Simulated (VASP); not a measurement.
Write the native input for VASP 6.6.1 that does the following.

- Task: single point
- Functional: PBE
- Potentials or basis: VASP PAW PBE potentials, release 64 (Sn_d)
- Cutoff: 520 eV
- k mesh: 12 × 12 × 12
- Occupations: gaussian, width 0.1 eV
- Spin: no spin polarisation
- Dipole correction: no
- Further INCAR settings: ALGO = Normal; EDIFF = 1e-06; NBANDS = 21

The structure of Sn lies in POSCAR:

```
Sn
1.0
    0.0000000000      3.3925829832      3.3925829832
    3.3925829832      0.0000000000      3.3925829832
    3.3925829832      3.3925829832      0.0000000000
Sn
2
Direct
    0.0000000000      0.0000000000      0.0000000000
    0.2500000000      0.2500000000      0.2500000000
```

This isn't the form of Sn at room conditions, which is tetragonal (white tin).

One way to write it, as run:

INCAR

```
SYSTEM = Sn
  ALGO = Normal
  EDIFF = 1E-6
  ENCUT = 520
  GGA = PE
  ISIF = 2
  ISMEAR = 0
  LASPH = .True.
  LCHARG = .True.
  LELF = .True.
  LREAL = .False.
  LVHAR = .True.
  LWAVE = .False.
  NBANDS = 21
  NELM = 100
  PREC = Accurate
  SIGMA = 0.1
```

KPOINTS

```
k-points
0
Gamma
  12 12 12
  0 0 0
```

Potentials or basis: VASP PAW PBE potentials, release 64 (Sn_d).

The run is started by

```console
$ cat potpaw_PBE.64/Sn_d/POTCAR > POTCAR
$ mpirun -np 1 vasp_std > vasp.out
```

It gave:

```json
{
  "Pressure": "-1.8 GPa",
  "Band gap on the k mesh": "zero (bands 14 and 15 overlap by 0.32 eV)"
}
```

Caveat: spin-orbit coupling is left out, which moves the levels of the heavy elements.

It took 84 s on 1 thread of Intel(R) Xeon(R) 6975P-C (Granite Rapids) (shared host), peak memory 0.25 GiB.
